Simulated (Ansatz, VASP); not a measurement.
# Cu in VASP and in Ansatz

The input INCAR:

```
SYSTEM = Cu
ALGO = Fast
EDIFF = 1E-6
ENCUT = 520
GGA = PE
ISIF = 2
ISMEAR = 0
LASPH = .TRUE.
LCHARG = .FALSE.
LREAL = .FALSE.
LWAVE = .FALSE.
NBANDS = 12
NELM = 100
PREC = Accurate
SIGMA = 0.15
```

Contents of KPOINTS:

```
k-points
0
G
  22 22 22
  0 0 0
```

Contents of POSCAR:

```
Cu
1.0
    0.0000000000      1.7059185000      1.8075000000
    1.9090815000      0.0000000000      1.8075000000
    1.9090815000      1.7059185000      0.0000000000
Cu
1
Direct
    0.0000000000      0.0000000000      0.0000000000
```

Input for Ansatz:

```yaml
crystal:
  lattice:
    - [0.0, 1.7059185, 1.8075]
    - [1.9090815, 0.0, 1.8075]
    - [1.9090815, 1.7059185, 0.0]
  atoms:
    - { symbol: Cu, position: [0.0, 0.0, 0.0] }
basis:
  ecutwfc: 420
kpoints:
  mp_grid: { grid: [22, 22, 22] }
hamiltonian:
  xc: pbe
scf:
  occupations: { method: gaussian, width: 0.15 }
output:
  forces: true
  stress: true
  eigenvalues: true
```

Change from the starting cell: strain +0.0562 x Voigt [1, -1, 0, 0, 0, 0], atoms carried along.

Alike in both runs: task single point; functional PBE; k mesh 22 × 22 × 22; occupations gaussian, width 0.15 eV; no spin polarisation.

|  | VASP | Ansatz |
| --- | --- | --- |
| version | VASP 6.6.1 | Ansatz 0.2.0 |
| potentials or method | VASP PAW PBE potentials, release 64 (Cu), cutoff 520 eV | scalar-relativistic, plane waves, PAW |
| valence electrons in the cell | 11 | 19 |

```tsv
	VASP	Ansatz	Ansatz less VASP
gap on the k mesh at the Fermi level (eV)	none	none	-
pressure (GPa)	3.2	2.6	-0.59
traceless stress, the component that is largest in VASP (GPa)	-4.02	-4.05	-0.035
```

A gap of «none» marks a metal or a gap that the smearing closes. The functional is the same, so the differences come from potentials, cutoffs and numerics. VASP's potentials hold 11 valence electrons a cell and Ansatz's 19, so a difference there can come from the potentials and not from the codes.
